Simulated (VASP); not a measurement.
Wanted: the native input for a VASP 6.6.1 run.

* Task: single point
* Functional: PBE
* Potentials or basis: VASP PAW PBE potentials, release 64 (Hf_pv, In_d, Si, O)
* Cutoff: 520 eV
* k mesh: 3 × 3 × 2
* Occupations: fermi-dirac, width 0.05 eV
* Spin: no spin polarisation
* Dipole correction: no
* Further INCAR settings: ALGO = Normal; EDIFF = 1e-06; NBANDS = 63

The structure of HfIn4SiO6 lies in POSCAR:

```
HfIn4SiO6
1.0
    2.7158500000     -4.7035700000      0.0083300000
    2.7158500000      4.7035700000      0.0083300000
   -1.8791500000      0.0000000000      7.4012700000
Hf In Si O
1 4 1 6
Direct
    0.7883500000      0.2116500000      0.0000000000
    0.6217500000      0.3782500000      0.5000000000
    0.4550200000      0.5449800000      0.0000000000
    0.2840700000      0.7159300000      0.5000000000
    0.9581400000      0.0418600000      0.5000000000
    0.1216800000      0.8783200000      0.0000000000
    0.0621900000      0.1141500000      0.8666600000
    0.8858500000      0.9378100000      0.1333400000
    0.7949000000      0.5378400000      0.8666300000
    0.4621600000      0.2051000000      0.1333700000
    0.1535200000      0.6287900000      0.1333300000
    0.3712100000      0.8464800000      0.8666700000
```

The input as run:

INCAR

```
SYSTEM = HfIn4SiO6
PREC     = Accurate       ! precision mode
ENCUT    = 520            ! plane-wave cutoff, eV
EDIFF    = 1E-6           ! SCF threshold, eV
ISMEAR   = -1             ! smearing method
SIGMA    = 0.05           ! smearing width, eV
LREAL    = .FALSE.        ! projectors in reciprocal space
LASPH    = .TRUE.         ! aspherical terms in the spheres
NELM     = 60             ! most SCF steps
ALGO     = Normal         ! electronic algorithm
ISIF     = 2              ! what is computed and relaxed
LWAVE    = .FALSE.        ! write WAVECAR
LCHARG   = .TRUE.         ! write CHGCAR
GGA      = PE             ! functional
LELF     = .TRUE.         ! ELF
LVHAR    = .TRUE.       
NBANDS   = 63             ! bands
```

KPOINTS

```
Automatic mesh
0
G
  3 3 2
  0 0 0
```

Potentials or basis: VASP PAW PBE potentials, release 64 (Hf_pv, In_d, Si, O).

Run with:

```bash
$ cat potpaw_PBE.64/Hf_pv/POTCAR potpaw_PBE.64/In_d/POTCAR potpaw_PBE.64/Si/POTCAR potpaw_PBE.64/O/POTCAR > POTCAR
$ mpirun -np 1 vasp_std > vasp.out
```

Results of the run:

The pressure is -0.3 GPa and the largest force is 0.243 eV/Å. The band gap on the k mesh is zero (bands 51 and 52 overlap by 1.27 eV).

Caveat: the k points lie up to 0.46 Å⁻¹ apart, too coarse for converged energies and pressures of a metal; spin-orbit coupling is left out, which moves the levels of the heavy elements.

Run time: 2 min on 1 thread of AMD EPYC 7R43 64-Core Processor (Zen 3) (shared host), peak memory 0.3 GiB.
